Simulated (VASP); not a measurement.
A run of VASP 6.6.1:

Contents of INCAR:

```
SYSTEM = SiBBr
ALGO     = Normal         ! electronic algorithm
EDIFF    = 1E-6           ! SCF threshold, eV
ENCUT    = 520            ! plane-wave cutoff, eV
GGA      = PE             ! functional
ISIF     = 2              ! what is computed and relaxed
ISMEAR   = 0              ! smearing method
LASPH    = .TRUE.         ! aspherical terms in the spheres
LCHARG   = .FALSE.        ! write CHGCAR
LREAL    = .FALSE.        ! projectors in reciprocal space
LWAVE    = .FALSE.        ! write WAVECAR
NBANDS   = 23             ! bands
NELM     = 60             ! most SCF steps
PREC     = Accurate       ! precision mode
SIGMA    = 0.1            ! smearing width, eV
```

KPOINTS

```
k-points
0
G
  12 12 4
  0 0 0
```

Contents of POSCAR:

```
SiBBr
1.0
    3.5216663078      0.0000000000      0.0000000000
   -1.7608331539      3.0498524862      0.0000000000
    0.0000000000      0.0000000000     10.0186736319
Si B Br
2 2 2
Direct
    0.0000000000      0.0000000000      0.3529402043
    0.0000000000      0.0000000000      0.8529402043
    0.6666666667      0.3333333333      0.8286188365
    0.3333333333      0.6666666667      0.3286188365
    0.3333333333      0.6666666667      0.1108409292
    0.6666666667      0.3333333333      0.6108409292
```

Potentials or basis: VASP PAW PBE potentials, release 64 (Si, B, Br).

Command:

```bash
$ cat potpaw_PBE.64/Si/POTCAR potpaw_PBE.64/B/POTCAR potpaw_PBE.64/Br/POTCAR > POTCAR
$ mpirun -np 1 vasp_std > vasp.out
```

Hardware: 1 thread of Intel(R) Xeon(R) 6975P-C (Granite Rapids), with other jobs on the host.

Estimate the wall time of this run.

Run time: 54 s on 1 thread of Intel(R) Xeon(R) 6975P-C (Granite Rapids) (shared host), peak memory 0.31 GiB. Counts: scf iterations 14, k points 57.
